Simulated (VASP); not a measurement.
# Sn (I4_1/amd) in VASP: notebook

The runs below take Sn through relaxation of cell and atoms, with PBE+D3(BJ).

All numbers are computed with VASP 6.6.1; they aren't measurements. Logs are shortened: lines on timing, memory, paths and dates and some standing lists are left out, and cuts for length are marked.

### Step 1. The cell of the first run

The structure is tetragonal, space group I4_1/amd (No. 141). The conventional cell has a = 5.839 Å, b = 5.839 Å, c = 3.188 Å, α = 90.00°, β = 90.00°, γ = 90.00°. Sn (site symmetry -4m2) has 10 Sn at 3.03 to 3.77 Å within 4.0 Å.

### Step 2. Relaxation of cell and atoms, PBE+D3(BJ)

INCAR reads:

```
PREC = Accurate
ENCUT = 500
EDIFF = 1E-7
ISMEAR = 0
SIGMA = 0.1
LREAL = F
LASPH = T
NELM = 120
ALGO = Normal
ISIF = 3
LWAVE = F
LCHARG = F
GGA = PE
IVDW = 12
IBRION = 2
NSW = 100
EDIFFG = -0.002
GGA_COMPAT = F
NELMIN = 4
```

KPOINTS reads:

```
regular mesh
0
Gamma
  16 16 16
```

POSCAR reads:

```
Sn
1.0
   -2.9196440750      2.9196440750      1.5938000000
    2.9196440750     -2.9196440750      1.5938000000
    2.9196440750      2.9196440750     -1.5938000000
Sn
2
Direct
    0.0000000000      0.0000000000      0.0000000000
    0.7500000000      0.2500000000      0.5000000000
```

Potentials or basis: VASP PAW PBE potentials, release 64 (Sn_d).

Run with:

```console
$ cat potpaw_PBE.64/Sn_d/POTCAR > POTCAR
$ mpirun -np 1 vasp_std > vasp.out
```

OUTCAR:

```text
PREC = Accurate
   ENCUT = 500
   EDIFF = 1E-7
   ISMEAR = 0
   LREAL = F
   LASPH = T
   NELM = 120
   ISIF = 3
   GGA = PE
   IVDW = 12
   IBRION = 2
   NSW = 100
   EDIFFG = -0.002
   NELMIN = 4
 IVDW          = 12

 ion  position               nearest neighbor table
   1  0.000  0.000  0.000-   2 3.03   2 3.03   2 3.03   2 3.03
   2  0.750  0.250  0.500-   1 3.03   1 3.03   1 3.03   1 3.03

  LATTYP: Found a body centered tetragonal cell.
 ALAT       =     5.8392881500
 C/A-ratio  =     0.5458884573

  Lattice vectors:

 A1 = (  -2.9196440750,   2.9196440750,   1.5938000000)
 A2 = (   2.9196440750,  -2.9196440750,   1.5938000000)
 A3 = (   2.9196440750,   2.9196440750,  -1.5938000000)

Analysis of symmetry for initial positions (statically):
=====================================================================
 Subroutine PRICEL returns:
 Original cell was already a primitive cell.

 Routine SETGRP: Setting up the symmetry group for a
 body centered tetragonal supercell.

 Subroutine GETGRP returns: Found 16 space group operations
 (whereof  8 operations were pure point group operations)
 out of a pool of 16 trial point group operations.

The static configuration has the point symmetry D_2d.
 The point group associated with its full space group is D_4h.

Analysis of symmetry for dynamics (positions and initial velocities):
=====================================================================
 Subroutine PRICEL returns:
 Original cell was already a primitive cell.

 Routine SETGRP: Setting up the symmetry group for a
 body centered tetragonal supercell.

 Subroutine GETGRP returns: Found 16 space group operations
 (whereof  8 operations were pure point group operations)
 out of a pool of 16 trial point group operations.

The dynamic configuration has the point symmetry D_2d.
 The point group associated with its full space group is D_4h.

 Subroutine INISYM returns: Found 16 space group operations
 (whereof  8 operations are pure point group operations),
 and found     1 'primitive' translations

----------------------------------------------------------------------------------------

                                     Primitive cell

  volume of cell :      54.3443

  direct lattice vectors                    reciprocal lattice vectors
    -2.919644075  2.919644075  1.593800000     0.000000000  0.171253751  0.313715648
     2.919644075 -2.919644075  1.593800000     0.171253751  0.000000000  0.313715648
     2.919644075  2.919644075 -1.593800000     0.171253751  0.171253751  0.000000000

  length of vectors
     4.425928320  4.425928320  4.425928320     0.357414822  0.357414822  0.242189378

  position of ions in fractional coordinates (direct lattice)
[... 66 lines left out ...]
   ions per type =               2
   NGX,Y,Z   is equivalent  to a cutoff of  12.02, 12.02, 12.02 a.u.
   NGXF,Y,Z  is equivalent  to a cutoff of  24.04, 24.04, 24.04 a.u.
 SYSTEM =  unknown system
   PREC   = accura    normal or accurate (medium, high low for compatibility)
   ISTART =      0    job   : 0-new  1-cont  2-samecut
   ICHARG =      2    charge: 1-file 2-atom 10-const
   ISPIN  =      1    spin polarized calculation?
   LNONCOLLINEAR =      F non collinear calculations
   LSORBIT =      F    spin-orbit coupling
   LASPH  =      T    aspherical Exc in radial PAW
   ENCUT  =  500.0 eV  36.75 Ry    6.06 a.u.   8.07  8.07  8.07*2*pi/ulx,y,z
   NELM   =    120;   NELMIN=  4; NELMDL= -5     # of ELM steps
   EDIFF  = 0.1E-06   stopping-criterion for ELM
   LREAL  =      F    real-space projection
   EDIFFG = -.2E-02   stopping-criterion for IOM
   NSW    =    100    number of steps for IOM
   IBRION =      2    ionic relax: 0-MD 1-quasi-New 2-CG
   NFREE  =      1    steps in history (QN), initial steepest desc. (CG)
   ISIF   =      3    stress and relaxation
   ISYM   =      2    0-nonsym 1-usesym 2-fastsym
   POTIM  = 0.5000    time-step for ionic-motion
   TEBEG  =    0.0;   TEEND  =   0.0 temperature during run
   PSTRESS=    0.0 pullay stress
   NELECT =      28.0000    total number of electrons
   NUPDOWN=      -1.0000    fix difference up-down
   EMIN   =  10.00;   EMAX   =-10.00  energy-range for DOS
   EFERMI =   0.00;   METHOD = LEGACY
   ISMEAR =     0;   SIGMA  =   0.10  broadening in eV -4-tet -1-fermi 0-gaus
   EFERMI_NEDOS =   21; number of points for ismear=-14 and -15
   IALGO  =     38    algorithm
   IMIX   =      4    mixing-type and parameters
     AMIX     =   0.40;   BMIX     =  1.00
     AMIX_MAG =   1.60;   BMIX_MAG =  1.00
  volume/ion in A,a.u.               =      27.17       183.37
  Fermi-wavevector in a.u.,A,eV,Ry     =   1.312430  2.480134 23.435677  1.722474
  Thomas-Fermi vector in A             =   2.442823
   LORBIT       =      0    0 simple, 1 ext, 2 COOP (PROOUT), +10 PAW based schemes
   GGA     = PE    functional components
   LHFCALC =     F    Hartree Fock is set to
   AEXX    =    0.0000 exact exchange contribution
   IVDW    =    12    specifies the selected vdW correction
   LEPSILON=     F    determine dielectric tensor
   LRPA    =     F    only Hartree local field effects (RPA)
 conjugate gradient relaxation of ions
 non-spin polarized calculation
 Gauss-broadening in eV      SIGMA  =   0.10
  energy-cutoff  :      500.00
  volume of cell :       54.34
 maximum number of plane-waves:      1402
   NGX = 17   NGY = 17   NGZ = 17

--------------------------------------- Ionic step        1  -------------------------------------------

 number of electron      27.9999983 magnetization

 Free energy of the ion-electron system (eV)
  ---------------------------------------------------
  ext. energy  EPLUGINS =         0.00000000
  ---------------------------------------------------
  free energy    TOTEN  =        -7.59762786 eV

  energy without entropy =       -7.59312907  energy(sigma->0) =       -7.59537847

------------------------ aborting loop because EDIFF is reached ----------------------------------------

 Edisp (eV)   -0.77822

 E8    (eV) :    -0.3762
[... 71 lines left out ...]
--------------------------------------- Ionic step        3  -------------------------------------------

 number of electron      27.9999983 magnetization

 Free energy of the ion-electron system (eV)
  ---------------------------------------------------
  ext. energy  EPLUGINS =         0.00000000
  ---------------------------------------------------
  free energy    TOTEN  =        -7.59889122 eV

  energy without entropy =       -7.59422613  energy(sigma->0) =       -7.59655868

 E-fermi :   7.9706     XC(G=0): -10.2985

 val. band max:        7.9611063624   @ k =  -0.4375   0.1875   0.0000
 cond. band min:       7.9961235516   @ k =   0.4375   0.3750  -0.0000
 fundamental gap:      0.0350171892
 Fermi energy:         7.9705767440

 k-point     1 :       0.0000    0.0000    0.0000
  band No.  band energies     occupation
      1     -13.6948      2.00000
      2     -13.6217      2.00000
      3     -13.5706      2.00000
      4     -13.5678      2.00000
      5     -13.4087      2.00000
      6     -13.4087      2.00000
[... 481 lines left out ...]
      5     -13.4102      2.00000
      6     -13.4070      2.00000
[... 10 lines left out ...]
     17      13.8925      0.00000
     18      14.9882      0.00000

 [... further k-points ...]

------------------------ aborting loop because EDIFF is reached ----------------------------------------

 Edisp (eV)   -0.77811

 E8    (eV) :    -0.3761
[... 25 lines left out ...]
  FREE ENERGIE OF THE ION-ELECTRON SYSTEM (eV)
  ---------------------------------------------------
  free  energy   TOTEN  =        -8.3770036319 eV

  energy  without entropy=       -8.3723385423  energy(sigma->0) =       -8.37467109

 reached required accuracy - stopping structural energy minimisation
```

OSZICAR:

```text
N       E                     dE             d eps       ncg     rms          rms(c)
DAV:   1     0.199154308028E+03    0.19915E+03   -0.14785E+04 12570   0.237E+03
DAV:   2     0.995780915829E+01   -0.18920E+03   -0.18715E+03 12578   0.442E+02
DAV:   3    -0.708672053172E+01   -0.17045E+02   -0.16849E+02 14438   0.138E+02
[... 20 lines left out ...]
DAV:   2    -0.759971099391E+01    0.14985E-02   -0.32634E-03 14750   0.965E-01    0.148E-01
DAV:   3    -0.759886820943E+01    0.84278E-03   -0.18571E-03 16050   0.686E-01    0.178E-02
DAV:   4    -0.759889170802E+01   -0.23499E-04   -0.33328E-04 13204   0.237E-01    0.109E-02
DAV:   5    -0.759889114371E+01    0.56431E-06   -0.96794E-06 17534   0.522E-02    0.217E-03
DAV:   6    -0.759889122123E+01   -0.77513E-07   -0.55551E-07 13180   0.751E-03
   3 F= -.83770036E+01 E0= -.83746711E+01  d E =-.115198E-02
```

Run time: 2.9 min. Hardware: 1 thread of Intel Xeon 6975P-C (Granite Rapids), shared host; peak memory 0.4 GiB.

Results:

```yaml
Free_energy: -8.3770 eV
Relaxed_volume: 27.18 Å³/atom
Relaxed_cell: a = 4.436 Å, b = 4.436 Å, c = 4.436 Å, α = 97.31°, β = 97.31°, γ = 138.21°
Space_group_after_relaxing_to_0.05_Å: I4_1/amd (No. 141)
Energy_gained_by_relaxing: 0.6 meV/atom
Ionic_steps: 3
Pressure_after_relaxing: 0.0 GPa
Band_gap_on_the_k_mesh: zero (band 14 reaches 9.56 eV, above the bottom of band 15 at 5.30 eV)
Dispersion_energy_per_atom: -0.389 eV
```

Step by step:
| step | energy change (eV) | largest force (eV/Å) | pressure (GPa) | volume (Å³) |
| --- | --- | --- | --- | --- |
| 1 | 0.0000 | 0.0000 | 0.00 | 54.34 |
| 2 | -0.0010 | 0.0000 | 0.00 | 54.35 |
| 3 | -0.0012 | 0.0000 | 0.00 | 54.35 |

Final structure:
```yaml
crystal:
  lattice:
    - [-2.93051, 2.93051, 1.58221]
    - [2.93051, -2.93051, 1.58221]
    - [2.93051, 2.93051, -1.58221]
  atoms:
    - { symbol: Sn, position: [0.00000, 0.00000, 0.00000] }
    - { symbol: Sn, position: [0.75000, 0.25000, 0.50000] }
```

Caveat: spin-orbit coupling is left out, which moves the levels of the heavy elements; pairwise dispersion overbinds metals, which lowers pressure and volume.

### Step 3. Relaxation of cell and atoms, PBE+D3(BJ)

INCAR reads:

```
ALGO = Normal
EDIFF = 1E-7
EDIFFG = -0.001
ENCUT = 500
GGA = PE
GGA_COMPAT = False
IBRION = 2
ISIF = 3
ISMEAR = -1
IVDW = 12
LASPH = True
LCHARG = False
LREAL = False
LWAVE = False
NELM = 120
NELMIN = 4
NSW = 80
PREC = Accurate
SIGMA = 0.15
```

KPOINTS reads:

```
k-points
0
Gamma
  16 16 16
```

POSCAR reads:

```
Sn
1.0
   -2.9314933229      2.9314933229      1.5823429727
    2.9314933229     -2.9314933229      1.5823429727
    2.9314933229      2.9314933229     -1.5823429727
Sn
2
Direct
    0.0000000000      0.0000000000      0.0000000000
    0.7500000000      0.2500000000      0.5000000000
```

Potentials or basis: VASP PAW PBE potentials, release 64 (Sn_d).

Run with:

```console
$ cat potpaw_PBE.64/Sn_d/POTCAR > POTCAR
$ mpirun -np 1 vasp_std > vasp.out
```

It took 3.6 min on 1 thread of Intel Xeon 6975P-C (Granite Rapids), shared host; peak memory 0.39 GiB.

Results (log left out):

| Item | Value |
| --- | --- |
| Free energy | -8.4087 eV |
| Relaxed volume | 27.24 Å³/atom |
| Relaxed cell | a = 4.441 Å, b = 4.441 Å, c = 4.441 Å, α = 97.29°, β = 97.29°, γ = 138.26° |
| Space group after relaxing (to 0.05 Å) | I4_1/amd (No. 141) |
| Energy gained by relaxing | 0.0 meV/atom |
| Ionic steps | 4 |
| Pressure after relaxing | 0.0 GPa |
| Band gap on the k mesh | zero (band 14 reaches 9.52 eV, above the bottom of band 15 at 5.29 eV) |
| Dispersion energy per atom | -0.388 eV |

Final structure:
```
Sn
1.0
    -2.93423    2.93423    1.58194
     2.93423   -2.93423    1.58194
     2.93423    2.93423   -1.58194
Sn
2
Direct
  0.00000 0.00000 0.00000
  0.75000 0.25000 0.50000
```

Levels at points of the mesh, in eV from the Fermi level:
| k point | band 10 | band 11 | band 12 | band 13 | band 14 | band 15 | band 16 | band 17 | band 18 |
| --- | --- | --- | --- | --- | --- | --- | --- | --- | --- |
| (0.00, 0.00, 0.00) | -21.16 | -11.10 | -3.75 | -2.00 | -2.00 | 2.95 | 6.13 | 6.13 | 6.98 |
| (0.50, 0.00, 0.00) | -21.22 | -6.84 | -5.35 | -2.33 | -1.73 | -1.09 | 2.27 | 2.84 | 4.65 |
| (0.50, 0.50, 0.00) | -21.29 | -8.89 | -8.89 | 0.55 | 0.55 | 1.50 | 1.50 | 6.17 | 6.17 |
| (0.50, 0.50, 0.50) | -21.35 | -7.58 | -7.58 | -4.79 | -4.79 | 5.22 | 5.22 | 9.22 | 9.22 |

Caveat: spin-orbit coupling is left out, which moves the levels of the heavy elements; pairwise dispersion overbinds metals, which lowers pressure and volume.
